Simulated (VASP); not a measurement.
Wanted: the native input for a VASP 6.6.1 run.

- Task: single point
- Functional: PBE
- Potentials or basis: VASP PAW PBE potentials, release 64 (K_sv, F)
- Cutoff: 600 eV
- k mesh: 10 × 10 × 10
- Occupations: gaussian, width 0.02 eV
- Spin: collinear spin
- Starting moments: [1.0, 1.0] μB
- Dipole correction: no
- Further INCAR settings: ALGO = Normal; EDIFF = 1e-06; NBANDS = 19

The structure of KF lies in POSCAR:

```
KF
1.0
    3.2576182116      0.0000000000      0.0000000000
    0.0000000000      3.2576182116      0.0000000000
    0.0000000000      0.0000000000      3.2576182116
K F
1 1
Direct
    0.5000000000      0.5000000000      0.5000000000
    0.0000000000      0.0000000000      0.0000000000
```

These files were run (other wordings do the same):

INCAR

```
ALGO = Normal
EDIFF = 1E-6
ENCUT = 600
GGA = PE
GGA_COMPAT = F
ISIF = 2
ISMEAR = 0
ISPIN = 2
LASPH = T
LCHARG = T
LELF = T
LORBIT = 11
LREAL = F
LVHAR = T
LWAVE = F
MAGMOM = 1 1
NBANDS = 19
NELM = 200
PREC = Accurate
SIGMA = 0.02
```

KPOINTS

```
k-points
0
Gamma
  10 10 10
```

Potentials or basis: VASP PAW PBE potentials, release 64 (K_sv, F).

Run with:

```bash
$ cat potpaw_PBE.64/K_sv/POTCAR potpaw_PBE.64/F/POTCAR > POTCAR
$ mpirun -np 1 vasp_std > vasp.out
```

Results of the run:

- Pressure: 0.0 GPa
- Band gap on the k mesh: 6.27 eV (least direct gap 6.32 eV)
- Net moment: 0.00 μB per cell
- Valence electrons inside the program's atomic spheres: K 7.58; F 6.07

It took 47 s on 1 thread of AMD EPYC 9R45 (Zen 5), on a shared host, peak memory 0.18 GiB.
